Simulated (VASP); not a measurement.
Here is a VASP 6.6.1 calculation.

INCAR

```
ALGO = Normal
EDIFF = 1E-6
ENCUT = 500
GGA = PS
GGA_COMPAT = False
ISIF = 2
ISMEAR = 0
LASPH = True
LCHARG = False
LREAL = False
LWAVE = False
NBANDS = 11
NELM = 120
PREC = Accurate
SIGMA = 0.01
```

File KPOINTS:

```
k-points
0
Gamma
  10 10 10
```

The input POSCAR:

```
AlP
1.0
    0.0000000000      2.5784997516      2.5784997516
    2.5784997516      0.0000000000      2.5784997516
    2.5784997516      2.5784997516      0.0000000000
Al P
1 1
Direct
    0.0000000000      0.0000000000      0.0000000000
    0.7500000000      0.7500000000      0.7500000000
```

Potentials or basis: VASP PAW PBE potentials, release 64 (Al, P).

Command:

```console
$ cat potpaw_PBE.64/Al/POTCAR potpaw_PBE.64/P/POTCAR > POTCAR
$ mpirun -np 1 vasp_std > vasp.out
```

Q: Predict the pressure.

A: 22.1 GPa.

Q: Estimate the band gap on the k mesh.

A: 1.05 eV, indirect (least direct gap 3.54 eV).

Caveat: the PAW data sets were made with another functional, which shifts forces and pressure a little. A k mesh can miss the band edges.
